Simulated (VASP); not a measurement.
The system is Sn32Te33 (a cell with a defect).

```
Te Sn
1.0
    12.56900    0.00000    0.00000
     0.00000   12.56900    0.00000
     0.00000    0.00000   12.56900
Te Sn
33 32
Cartesian
  3.0712 12.5651 12.5508
  3.0283 12.5533 6.2661
  3.0761 6.2867 12.5413
  3.0125 6.3347 6.2609
  9.3603 12.5528 12.5359
  9.3885 12.4979 6.2489
  9.3693 6.2670 12.5241
  9.4191 6.2811 6.2139
  12.5009 3.1350 12.5219
  12.5308 3.1285 6.2158
  12.5036 9.4213 12.5252
  12.4961 9.4230 6.2341
  6.1965 3.1279 12.5456
  6.9015 2.3370 6.9013
  6.2127 9.4225 12.5175
  6.1936 9.3704 6.2151
  12.5243 12.5653 3.0941
  12.5110 12.5518 9.3832
  12.5196 6.2871 3.0958
  12.5039 6.2658 9.3894
  6.2397 12.5602 3.0574
  6.2237 12.4940 9.4127
  6.2383 6.3374 3.0298
  6.1951 6.2716 9.4357
  3.0529 3.1324 3.0752
  3.1150 3.1048 9.4702
  3.0805 9.4417 3.1012
  3.0729 9.4033 9.3909
  9.4441 3.1127 3.1379
  9.4376 3.1342 9.4586
  9.3702 9.4106 3.0953
  9.3663 9.4133 9.3888
  5.4036 4.0211 5.4333
  12.5665 0.0799 0.0232
  12.4649 0.0321 6.2934
  0.0344 6.3725 0.0552
  0.0268 6.3638 6.3485
  6.2678 0.0349 12.4941
  6.0539 12.2942 6.0880
  6.3274 6.3654 0.0451
  6.4701 6.4906 6.4888
  3.1282 3.2307 0.0703
  2.8850 3.0659 6.4911
  3.1476 9.5063 0.0512
  3.1056 9.4185 6.3321
  9.4479 3.2121 0.0492
  9.6067 3.2892 6.3470
  9.4508 9.5105 0.0458
  9.4389 9.4984 6.3369
  3.1360 0.1052 3.1636
  3.1681 0.0494 9.4816
  3.1758 6.3951 3.1981
  3.1514 6.3480 9.4902
  9.4519 0.0591 3.1947
  9.4468 0.0752 9.4735
  9.4668 6.3569 3.1711
  9.4762 6.3733 9.4984
  0.0469 3.2316 3.1487
  0.0267 3.2096 9.4713
  0.0283 9.5071 3.1702
  0.0216 9.5080 9.4737
  6.4603 3.0830 2.9059
  6.3260 3.2730 9.6157
  6.3096 9.4277 3.1284
  6.3124 9.4928 9.4616
```

Base run:

```yaml
Program: VASP 6.6.1
Functional: PBEsol
Potentials_or_basis: VASP PAW PBE potentials, release 64 (Te, Sn_d)
Cutoff: 520 eV
k_mesh: 1 × 1 × 1, shifted
Occupations: fermi-dirac, width 0.05 eV
Spin: no spin polarisation
```

Its results: band gap on the k mesh 0.50 eV; pressure 1.9 GPa; largest force 0.179 eV/Å.

Task: The run is repeated on the same cell with these changes: functional from PBEsol to r2SCAN; further incar settings from LREAL = Auto; ALGO = Normal; EDIFF = 1e-06; NBANDS = 361; ISYM = 0 to LREAL = Auto; ALGO = Normal; EDIFF = 1e-07; NBANDS = 361; ISYM = 0. What comes out?

Result: Band gap on the k mesh 0.63 eV; pressure 3.9 GPa; largest force 0.397 eV/Å.

Caveats: the PAW data sets were made with another functional, which shifts forces and pressure a little; spin-orbit coupling is left out, which moves the levels of the heavy elements.

A k mesh can miss the band edges.
